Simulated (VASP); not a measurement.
# N (P6_3/mmc) in VASP: single point with HSE06

Aim: the single point of N with HSE06.

Program: VASP 6.6.1. These are calculated values, not measurements. Logs are shortened: lines on timing, memory, paths and dates and some standing lists are left out, and cuts for length are marked.

### Step 1. The cell of the first run

It takes space group P6_3/mmc (No. 194, hexagonal). The conventional cell has a = 3.579 Å, b = 3.579 Å, c = 7.641 Å, α = 90.00°, β = 90.00°, γ = 120.00°. Within 1.5 Å of N (site symmetry 3m) lie 1 N at 1.09 Å.

### Step 2. Single point, HSE06

Contents of POSCAR:

```
N
1.0
    3.5792591437      0.0000000000      0.0000000000
   -1.7896295718      3.0997293451      0.0000000000
    0.0000000000      0.0000000000      7.6409876717
N
4
Direct
    0.3333333333      0.6666666667      0.3215760822
    0.3333333333      0.6666666667      0.1784239178
    0.6666666667      0.3333333333      0.8215760822
    0.6666666667      0.3333333333      0.6784239178
```

Contents of INCAR.step1:

```
  ALGO = Normal
  EDIFF = 1E-5
  ENCUT = 520
  GGA = PE
  ISIF = 2
  ISMEAR = 0
  LASPH = True
  LCHARG = False
  LREAL = False
  LWAVE = True
  NBANDS = 18
  NELM = 100
  PREC = Accurate
  SIGMA = 0.01
```

Contents of INCAR.step2:

```
  ALGO = Normal
  EDIFF = 1E-6
  ENCUT = 520
  GGA = PE
  HFSCREEN = 0.2079
  ISIF = 2
  ISMEAR = 0
  ISTART = 1
  LASPH = True
  LCHARG = False
  LHFCALC = True
  LREAL = False
  LWAVE = False
  NBANDS = 18
  NELM = 100
  PREC = Accurate
  PRECFOCK = Normal
  SIGMA = 0.01
```

Contents of KPOINTS:

```
k-points
0
Gamma
  6 6 2
```

Potentials or basis: VASP PAW PBE potentials, release 64 (N).

On the command line:

```bash
$ cat potpaw_PBE.64/N/POTCAR > POTCAR
$ cp INCAR.step1 INCAR
$ mpirun -np 1 vasp_std > vasp.out
$ cp INCAR.step2 INCAR
$ mpirun -np 1 vasp_std > vasp.out
```

OUTCAR:

```text
EDIFF = 1E-6
   ENCUT = 520
   GGA = PE
   HFSCREEN = 0.2079
   ISIF = 2
   ISMEAR = 0
   ISTART = 1
   LASPH = True
   LHFCALC = True
   LREAL = False
   NELM = 100
   PREC = Accurate
   PRECFOCK = Normal

 ion  position               nearest neighbor table
   1  0.333  0.667  0.322-   2 1.09
   2  0.333  0.667  0.178-   1 1.09
   3  0.667  0.333  0.822-   4 1.09
   4  0.667  0.333  0.678-   3 1.09

  LATTYP: Found a hexagonal cell.
 ALAT       =     3.5792591437
 C/A-ratio  =     2.1347958795

  Lattice vectors:

 A1 = (   3.5792591437,   0.0000000000,   0.0000000000)
 A2 = (  -1.7896295718,   3.0997293451,   0.0000000000)
 A3 = (   0.0000000000,   0.0000000000,   7.6409876717)

Analysis of symmetry for initial positions (statically):
=====================================================================
 Subroutine PRICEL returns:
 Original cell was already a primitive cell.

 Routine SETGRP: Setting up the symmetry group for a
 hexagonal supercell.

 Subroutine GETGRP returns: Found 24 space group operations
 (whereof 12 operations were pure point group operations)
 out of a pool of 24 trial point group operations.

The static configuration has the point symmetry D_3d.
 The point group associated with its full space group is D_6h.

Analysis of symmetry for dynamics (positions and initial velocities):
=====================================================================
 Subroutine PRICEL returns:
 Original cell was already a primitive cell.

 Routine SETGRP: Setting up the symmetry group for a
 hexagonal supercell.

 Subroutine GETGRP returns: Found 24 space group operations
 (whereof 12 operations were pure point group operations)
 out of a pool of 24 trial point group operations.

The dynamic configuration has the point symmetry D_3d.
 The point group associated with its full space group is D_6h.

 Subroutine INISYM returns: Found 24 space group operations
 (whereof 12 operations are pure point group operations),
 and found     1 'primitive' translations

----------------------------------------------------------------------------------------

                                     Primitive cell

  volume of cell :      84.7747

  direct lattice vectors                    reciprocal lattice vectors
     3.579259144  0.000000000  0.000000000     0.279387426  0.161304406  0.000000000
    -1.789629572  3.099729345  0.000000000     0.000000000  0.322608812  0.000000000
     0.000000000  0.000000000  7.640987672     0.000000000  0.000000000  0.130873134

  length of vectors
     3.579259144  3.579259144  7.640987672     0.322608811  0.322608812  0.130873134

  position of ions in fractional coordinates (direct lattice)
     0.333333333  0.666666667  0.321576082
     0.333333333  0.666666667  0.178423918
     0.666666667  0.333333333  0.821576082
     0.666666667  0.333333333  0.678423918

  ion indices of the primitive-cell ions
   primitive index   ion index
                 1           1
                 2           2
                 3           3
                 4           4

----------------------------------------------------------------------------------------

 KPOINTS: k-points

Automatic generation of k-mesh.
 Grid dimensions read from file:
 generate k-points for:    6    6    2

 Generating k-lattice:

  Cartesian coordinates                     Fractional coordinates (reciprocal lattice)
     0.046564571  0.026884068  0.000000000     0.166666667  0.000000000  0.000000000
     0.000000000  0.053768135  0.000000000     0.000000000  0.166666667  0.000000000
     0.000000000  0.000000000  0.065436567     0.000000000  0.000000000  0.500000000

  Length of vectors
     0.053768135  0.053768135  0.065436567

  Shift w.r.t. Gamma in fractional coordinates (k-lattice)
     0.000000000  0.000000000  0.000000000

 Subroutine IBZKPT returns following result:
 ===========================================

 Found     14 irreducible k-points:

 Following reciprocal coordinates:
            Coordinates               Weight
  0.000000  0.000000  0.000000      1.000000
  0.166667  0.000000  0.000000      6.000000
  0.333333  0.000000  0.000000      6.000000
  0.500000  0.000000  0.000000      3.000000
  0.166667  0.166667  0.000000      6.000000
  0.333333  0.166667  0.000000     12.000000
  0.333333  0.333333  0.000000      2.000000
  0.000000  0.000000  0.500000      1.000000
  0.166667  0.000000  0.500000      6.000000
  0.333333  0.000000  0.500000      6.000000
  0.500000  0.000000  0.500000      3.000000
  0.166667  0.166667  0.500000      6.000000
  0.333333  0.166667  0.500000     12.000000
  0.333333  0.333333  0.500000      2.000000
   k-points           NKPTS =     14   k-points in BZ     NKDIM =     72   number of bands    NBANDS=     18
   number of dos      NEDOS =    301   number of ions     NIONS =      4
   total plane-waves  NPLWV =  47040
   dimension x,y,z NGX =    28 NGY =   28 NGZ =   60
   dimension x,y,z NGXF=    56 NGYF=   56 NGZF=  120
   ions per type =               4
   NGX,Y,Z   is equivalent  to a cutoff of  13.01, 13.01, 13.05 a.u.
   NGXF,Y,Z  is equivalent  to a cutoff of  26.01, 26.01, 26.11 a.u.
 SYSTEM =  unknown system
   PREC   = accura    normal or accurate (medium, high low for compatibility)
   ISTART =      1    job   : 0-new  1-cont  2-samecut
   ICHARG =      0    charge: 1-file 2-atom 10-const
   ISPIN  =      1    spin polarized calculation?
   LNONCOLLINEAR =      F non collinear calculations
   LSORBIT =      F    spin-orbit coupling
   LASPH  =      T    aspherical Exc in radial PAW
   ENCUT  =  520.0 eV  38.22 Ry    6.18 a.u.   6.66  6.66 14.21*2*pi/ulx,y,z
   NELM   =    100;   NELMIN=  2; NELMDL=  0     # of ELM steps
   EDIFF  = 0.1E-05   stopping-criterion for ELM
   LREAL  =      F    real-space projection
   EDIFFG = 0.1E-04   stopping-criterion for IOM
   NSW    =      0    number of steps for IOM
   IBRION =     -1    ionic relax: 0-MD 1-quasi-New 2-CG
   NFREE  =      0    steps in history (QN), initial steepest desc. (CG)
   ISIF   =      2    stress and relaxation
   ISYM   =      3    0-nonsym 1-usesym 2-fastsym
   POTIM  = 0.5000    time-step for ionic-motion
   TEBEG  =    0.0;   TEEND  =   0.0 temperature during run
   PSTRESS=    0.0 pullay stress
   NELECT =      20.0000    total number of electrons
   NUPDOWN=      -1.0000    fix difference up-down
   EMIN   =  10.00;   EMAX   =-10.00  energy-range for DOS
   EFERMI =   0.00;   METHOD = LEGACY
   ISMEAR =     0;   SIGMA  =   0.01  broadening in eV -4-tet -1-fermi 0-gaus
   EFERMI_NEDOS =   21; number of points for ismear=-14 and -15
   IALGO  =     38    algorithm
   IMIX   =      1    mixing-type and parameters
     AMIX     =   0.40;   BMIX     =  1.00
     AMIX_MAG =   1.60;   BMIX_MAG =  1.00
  volume/ion in A,a.u.               =      21.19       143.02
  Fermi-wavevector in a.u.,A,eV,Ry     =   1.011570  1.911590 13.922491  1.023274
  Thomas-Fermi vector in A             =   2.144628
   LORBIT       =      0    0 simple, 1 ext, 2 COOP (PROOUT), +10 PAW based schemes
   GGA     = PE    functional components
   LHFCALC =     T    Hartree Fock is set to
   PRECFOCK=normal    Normal, Fast or Accurate (Low or Medium for compatibility)
   ENCUT4O =  -1.0   cutoff for four orbital integrals eV
   NKREDX  =     1    reduce k-point grid by
   NKREDY  =     1    reduce k-point grid by
   NKREDZ  =     1    reduce k-point grid by
   AEXX    =    0.2500 exact exchange contribution
   HFSCREEN=    0.2079 screening length (either q_TF or 0.3 A-1)
   HFSCREENC=   0.2079 screening length for correlation (either q_TF or 0.3 A-1)
   ENCUTFOCK=  -1.0 apply spherical cutoff to Coloumb kernel
   IVDW    =     0    specifies the selected vdW correction
   LEPSILON=     F    determine dielectric tensor
   LRPA    =     F    only Hartree local field effects (RPA)
 non-spin polarized calculation
 Gauss-broadening in eV      SIGMA  =   0.01
  energy-cutoff  :      520.00
  volume of cell :       84.77
 maximum number of plane-waves:      2321
 NGX is ok and might be reduce to    28
  NGX = 20; NGY = 20; NGZ = 48

 number of electron      19.9999996 magnetization

 Free energy of the ion-electron system (eV)
  ---------------------------------------------------
  ext. energy  EPLUGINS =         0.00000000
  ---------------------------------------------------
  free energy    TOTEN  =       -40.84354286 eV

  energy without entropy =      -40.84354286  energy(sigma->0) =      -40.84354286

 E-fermi :  -7.6325     XC(G=0):  -5.5943

 val. band max:       -7.6844059972   @ k =   0.1667   0.1667   0.0000
 cond. band min:       1.6210797934   @ k =   0.5000   0.0000   0.0000
 fundamental gap:      9.3054857906
 Fermi energy:        -7.6325235099

 k-point     1 :       0.0000    0.0000    0.0000
  band No.  band energies     occupation
      1     -27.6999      2.00000
      2     -27.6790      2.00000
      3     -12.0666      2.00000
      4     -11.2704      2.00000
      5      -8.9092      2.00000
      6      -8.8203      2.00000
[... 10 lines left out ...]
     17       6.8396      0.00000
     18      10.5924      0.00000

 k-point     2 :       0.1667    0.0000    0.0000
  band No.  band energies     occupation
      1     -27.6800      2.00000
      2     -27.6619      2.00000
      3     -11.9621      2.00000
      4     -11.2567      2.00000
      5      -9.2273      2.00000
      6      -9.0490      2.00000
[... 10 lines left out ...]
     17       7.6106      0.00000
     18      10.9469      0.00000

 k-point     3 :       0.3333    0.0000    0.0000
  band No.  band energies     occupation
      1     -27.6396      2.00000
      2     -27.6282      2.00000
      3     -11.7176      2.00000
      4     -11.2584      2.00000
      5      -9.5711      2.00000
      6      -9.4417      2.00000
[... 10 lines left out ...]
     17       9.0970      0.00000
     18       9.1459      0.00000

 k-point     4 :       0.5000    0.0000    0.0000
  band No.  band energies     occupation
      1     -27.6183      2.00000
      2     -27.6122      2.00000
      3     -11.5487      2.00000
      4     -11.3024      2.00000
      5      -9.7079      2.00000
      6      -9.6239      2.00000
[... 10 lines left out ...]
     17       8.2762      0.00000
     18       9.4116      0.00000

 k-point     5 :       0.1667    0.1667    0.0000
  band No.  band energies     occupation
      1     -27.6499      2.00000
      2     -27.6365      2.00000
      3     -11.7862      2.00000
      4     -11.2516      2.00000
      5      -9.4650      2.00000
      6      -9.3086      2.00000
[... 10 lines left out ...]
     17       8.6911      0.00000
     18       9.7423      0.00000

 k-point     6 :       0.3333    0.1667    0.0000
  band No.  band energies     occupation
      1     -27.6186      2.00000
      2     -27.6123      2.00000
      3     -11.5558      2.00000
      4     -11.2955      2.00000
      5      -9.6166      2.00000
      6      -9.5204      2.00000
[... 97 lines left out ...]
 k-point    11 :       0.5000    0.0000    0.5000
  band No.  band energies     occupation
      1     -27.6152      2.00000
      2     -27.6152      2.00000
      3     -11.4413      2.00000
      4     -11.4413      2.00000
      5      -9.6303      2.00000
      6      -9.6303      2.00000
[... 10 lines left out ...]
     17       8.1249      0.00000
     18       8.1249      0.00000

 k-point    12 :       0.1667    0.1667    0.5000
  band No.  band energies     occupation
      1     -27.6432      2.00000
      2     -27.6432      2.00000
      3     -11.5533      2.00000
      4     -11.5533      2.00000
      5      -9.3368      2.00000
      6      -9.3368      2.00000
[... 10 lines left out ...]
     17       9.9348      0.00000
     18       9.9348      0.00000

 k-point    13 :       0.3333    0.1667    0.5000
  band No.  band energies     occupation
      1     -27.6154      2.00000
      2     -27.6154      2.00000
      3     -11.4416      2.00000
      4     -11.4416      2.00000
      5      -9.5336      2.00000
      6      -9.5336      2.00000
[... 10 lines left out ...]
     17       8.7400      0.00000
     18       8.7400      0.00000

 k-point    14 :       0.3333    0.3333    0.5000
  band No.  band energies     occupation
      1     -27.6061      2.00000
      2     -27.6061      2.00000
      3     -11.4033      2.00000
      4     -11.4033      2.00000
      5      -9.3866      2.00000
      6      -9.3866      2.00000
[... 10 lines left out ...]
     17       8.3080      0.00000
     18       8.3080      0.00000

------------------------ aborting loop because EDIFF is reached ----------------------------------------

  FORCE on cell =-STRESS in cart. coord.  units (eV):
  Direction    XX          YY          ZZ          XY          YZ          ZX
  --------------------------------------------------------------------------------------
  -------------------------------------------------------------------------------------
  Total        0.3292812      0.3292812      3.3703056      0.0000000      0.0000000      0.0000000
  in kB        6.2231627      6.2231627     63.6961894      0.0000000      0.0000000      0.0000000
  external PRESSURE =      25.3808383 kB  Pullay stress =       0.0000000 kB

 VOLUME and BASIS-vectors are now :
 -----------------------------------------------------------------------------
  energy-cutoff  :      520.00
  volume of cell :       84.77
      direct lattice vectors                 reciprocal lattice vectors
     3.579259144  0.000000000  0.000000000     0.279387426  0.161304406  0.000000000
    -1.789629572  3.099729345  0.000000000     0.000000000  0.322608812  0.000000000
     0.000000000  0.000000000  7.640987672     0.000000000  0.000000000  0.130873134

 POSITION                                       TOTAL-FORCE (eV/Angst)
 -----------------------------------------------------------------------------------
     -0.00000      2.06649      2.45716         0.000000      0.000000      1.498764
     -0.00000      2.06649      1.36333         0.000000      0.000000     -1.498764
      1.78963      1.03324      6.27765        -0.000000     -0.000000      1.498764
      1.78963      1.03324      5.18383        -0.000000     -0.000000     -1.498764
 -----------------------------------------------------------------------------------
    total drift:                                0.000000      0.000000     -0.000000

  FREE ENERGIE OF THE ION-ELECTRON SYSTEM (eV)
  ---------------------------------------------------
  free  energy   TOTEN  =       -40.8435428587 eV

  energy  without entropy=      -40.8435428587  energy(sigma->0) =      -40.84354286
```

Wall time 14 min (1 thread of Intel Xeon Platinum 8488C (Sapphire Rapids), shared host); peak memory 0.31 GiB.

Results:

- Free energy: -40.8435 eV
- Pressure: 2.5 GPa
- Largest force: 1.499 eV/Å
- Band gap on the k mesh: 9.31 eV, indirect (least direct gap 9.36 eV)

Forces in eV/Å, atoms in the order of the input:
```
N    0.000  0.000  1.499
N    0.000  0.000 -1.499
N    0.000  0.000  1.499
N    0.000  0.000 -1.499
```

Levels at points of the mesh, in eV from the valence-band top:
```
           k point  band 8  band 9  band 10  band 11  band 12  band 13
(0.00, 0.00, 0.00)   -1.09   -1.09    -0.06    10.99    10.99    11.29
(0.50, 0.00, 0.00)   -1.24   -0.41    -0.05     9.31    10.06    10.54
(0.00, 0.00, 0.50)   -1.11   -0.59    -0.59    11.13    11.13    11.13
(0.50, 0.00, 0.50)   -1.29   -0.26    -0.26     9.69     9.69    10.86
```

Caveat: the standard files for N, O and F lose accuracy on very short bonds; the PAW data sets were made with another functional, which shifts forces and pressure a little.
